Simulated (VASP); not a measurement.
Input of a VASP 6.6.1 run:

File POSCAR:

```
CuI
1.0
    0.0000000000      3.0551163534      3.0551163534
    3.0551163534      0.0000000000      3.0551163534
    3.0551163534      3.0551163534      0.0000000000
Cu I
1 1
Direct
    0.0000000000      0.0000000000      0.0000000000
    0.2500000000      0.2500000000      0.2500000000
```

The input INCAR.step1:

```
SYSTEM = CuI
ALGO = Normal
EDIFF = 1E-5
ENCUT = 520
GGA = PE
ISIF = 2
ISMEAR = -1
LASPH = .True.
LCHARG = .False.
LREAL = .False.
LWAVE = .True.
NBANDS = 16
NELM = 80
PREC = Accurate
SIGMA = 0.05
```

Contents of INCAR.step2:

```
SYSTEM = CuI
ALGO = Normal
EDIFF = 1E-6
ENCUT = 520
GGA = PE
HFSCREEN = 0.2079
ISIF = 2
ISMEAR = -1
ISTART = 1
LASPH = .True.
LCHARG = .False.
LHFCALC = .True.
LREAL = .False.
LWAVE = .False.
NBANDS = 16
NELM = 80
PREC = Accurate
PRECFOCK = Normal
SIGMA = 0.05
```

The input KPOINTS:

```
k-points
0
Gamma
  4 4 4
  0 0 0
```

Potentials or basis: VASP PAW PBE potentials, release 64 (Cu, I).

Command:

```console
$ cat potpaw_PBE.64/Cu/POTCAR potpaw_PBE.64/I/POTCAR > POTCAR
$ cp INCAR.step1 INCAR
$ mpirun -np 1 vasp_std > vasp.out
$ cp INCAR.step2 INCAR
$ mpirun -np 1 vasp_std > vasp.out
```

Q: Predict the pressure.

A: -0.3 GPa.

Q: Predict the band gap on the k mesh.

A: 2.55 eV.

Caveat: the k points lie up to 0.45 Å⁻¹ apart; the PAW data sets were made with another functional, which shifts forces and pressure a little; spin-orbit coupling is left out, which moves the levels of the heavy elements.
